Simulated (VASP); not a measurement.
Runs of VASP 6.6.1 on Ti. The structure is that of space group Im-3m (No. 229), or close to it. The cells are those of the table. 

```tsv
task	cell	cutoff (eV)	gap on the mesh (eV)	pressure (GPa)
relaxation of cell and atoms	relaxed to 30 GPa from a = 2.842 Å, angles 109.5°, 1 atom	600	none	30.1
relaxation of cell and atoms	relaxed to 15 GPa from a = 2.842 Å, angles 109.5°, 1 atom	600	none	15.0
relaxation of cell and atoms	relaxed from a = 2.842 Å, angles 109.5°, 1 atom	600	none	0.0
relaxation of cell and atoms	relaxed to 45 GPa from a = 2.842 Å, angles 109.5°, 1 atom	600	none	45.2
single point	a = 2.614 Å, angles 109.5°, 1 atom	520	none	29.3
single point	a = 2.792 Å, angles 109.5°, 1 atom	520	none	(a)
single point	a = 2.694 Å, angles 109.5°, 1 atom	520	none	14.5
single point	a = 2.543 Å, angles 109.5°, 1 atom	520	none	44.1
```

Alike in all rows: level PBEsol; potentials or basis VASP PAW PBE potentials, release 64 (Ti_sv); no spin polarisation; k mesh 7 × 7 × 7; smearing fermi-dirac 0.05 eV.

Question: Fill in the values left out.

Answer: (a) -0.2.

Caveats: all runs use coarse meshes; the PAW data sets were made with another functional, which shifts forces and pressure a little; the cell is relaxed towards a set pressure, so the enthalpy falls and the energy may rise (some runs).

A gap of «none» marks levels without a gap at the run's occupations.
